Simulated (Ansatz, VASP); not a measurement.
## AlCo in VASP and in Ansatz

The input INCAR:

```
  PREC = Accurate
  ENCUT = 600
  EDIFF = 1E-6
  ISMEAR = 0
  SIGMA = 0.1
  LREAL = False
  LASPH = True
  NELM = 150
  ALGO = Normal
  ISIF = 3
  LWAVE = False
  LCHARG = False
  ISPIN = 2
  MAGMOM = 0 0 3 3
  LORBIT = 11
  LMAXMIX = 4
  GGA = PE
  IBRION = 2
  NSW = 90
  EDIFFG = -0.04
```

KPOINTS

```
regular mesh
0
Gamma
  6 6 4
```

Contents of POSCAR:

```
AlCo
1.0
    3.6751274200      0.0000000000      0.0000000000
   -1.8375637100      3.1827537100      0.0000000000
    0.0000000000      0.0000000000      4.3430052800
Al Co
2 2
Direct
    0.3333333300      0.6666666700      0.2500000000
    0.6666666700      0.3333333300      0.7500000000
    0.0000000000      0.0000000000      0.5000000000
    0.0000000000      0.0000000000      0.0000000000
```

Input for Ansatz:

```yaml
crystal:
  lattice:
    - [3.67512742, 0.0, 0.0]
    - [-1.83756371, 3.18275371, 0.0]
    - [0.0, 0.0, 4.34300528]
  atoms:
    - { symbol: Al, position: [0.33333333, 0.66666667, 0.25] }
    - { symbol: Al, position: [0.66666667, 0.33333333, 0.75] }
    - { symbol: Co, position: [0.0, 0.0, 0.5], spin: 3.0 }
    - { symbol: Co, position: [0.0, 0.0, 0.0], spin: 3.0 }
basis:
  ecutwfc: 420
kpoints:
  mp_grid: { grid: [6, 6, 4] }
hamiltonian:
  xc: pbe
scf:
  occupations: { method: gaussian, width: 0.1 }
  lower_state_search: "off"
output:
  forces: true
  stress: true
  eigenvalues: true
  populations: true
magnetization:
  spin_polarized: true
relax:
  adjacent_minimum: "off"
  f_tol: 0.04
  max_steps: 70
  cell: { stress_tol: 0.4 }
```

Change from the starting cell: species swapped into the InCu type (P6_3/mmc, No. 194).

Alike in both runs: task relaxation of cell and atoms; functional PBE; k mesh 6 × 6 × 4; occupations gaussian, width 0.1 eV; collinear spin.

|  | VASP | Ansatz |
| --- | --- | --- |
| version | VASP 6.6.1 | Ansatz 0.2.0 |
| potentials or method | VASP PAW PBE potentials, release 64 (Al, Co), cutoff 600 eV | scalar-relativistic, plane waves, PAW |
| valence electrons in the cell | 24 | 40 |

```csv
,VASP,Ansatz,Ansatz less VASP
"gap on the k mesh at the Fermi level, each at its own relaxed structure (eV)",none,none,-
net moment per atom (μB),0.38,0.38,+0.003
size of the moment on the site where the two differ most (μB),0.83,0.84,+0.016
relaxed volume (Å³/atom),14.36,14.39,+0.030
relaxed cell length with the largest relative difference (Å),3.749,3.755,+0.0054
```

Site moments also hang on the region over which each program counts them. A gap of «none» marks a metal or a gap that the smearing closes. VASP's potentials hold 24 valence electrons a cell and Ansatz's 40, so a difference there can come from the potentials and not from the codes.

The k mesh is coarse, so the values compare programs but aren't converged.
